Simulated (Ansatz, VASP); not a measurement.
## Two plane-wave programs on LiH

The input INCAR:

```
SYSTEM = LiH
PREC = Accurate
ENCUT = 520
EDIFF = 1E-6
ISMEAR = 0
SIGMA = 0.05
LREAL = .False.
LASPH = .True.
NELM = 80
ALGO = Normal
ISIF = 2
LWAVE = .False.
LCHARG = .False.
GGA = PE
NBANDS = 9
```

File KPOINTS:

```
regular mesh
0
Gamma
  10 10 10
  0 0 0
```

Contents of POSCAR:

```
LiH
1.0
    0.0000000000      2.0325000000      2.0325000000
    2.0325000000      0.0000000000      2.0325000000
    2.0325000000      2.0325000000      0.0000000000
Li H
1 1
Direct
   -0.0984009840      0.0000000000      0.0000000000
    0.5000000000      0.5000000000      0.5000000000
```

Input for Ansatz:

```yaml
crystal:
  lattice:
    - [0.0, 2.0325, 2.0325]
    - [2.0325, 0.0, 2.0325]
    - [2.0325, 2.0325, 0.0]
  atoms:
    - { symbol: Li, position: [-0.098400984, 0.0, 0.0] }
    - { symbol: H, position: [0.5, 0.5, 0.5] }
basis:
  ecutwfc: 420
kpoints:
  mp_grid: { grid: [10, 10, 10] }
hamiltonian:
  xc: pbe
scf:
  occupations: { method: gaussian, width: 0.05 }
output:
  forces: true
  stress: true
  eigenvalues: true
```

Alike in both runs: task single point; functional PBE; k mesh 10 × 10 × 10; occupations gaussian, width 0.05 eV; no spin polarisation.

|  | VASP | Ansatz |
| --- | --- | --- |
| version | VASP 6.6.1 | Ansatz 0.2.0 |
| potentials or method | VASP PAW PBE potentials, release 64 (Li_sv, H), cutoff 520 eV | scalar-relativistic, plane waves, PAW |
| valence electrons in the cell | 4 | 4 |

```tsv
	VASP	Ansatz	Ansatz less VASP
gap on the k mesh at the Fermi level (eV)	3.04	3.05	+0.007
least direct gap on the mesh (eV)	3.04	3.05	+0.007
rms of the force components (eV/Å)	0.176	0.175	-0.0014
```

Atom by atom the forces differ by 0.001 eV/Å (rms over components).

Noted on VASP's run: the cutoff is short for stress, so the pressure is rough.
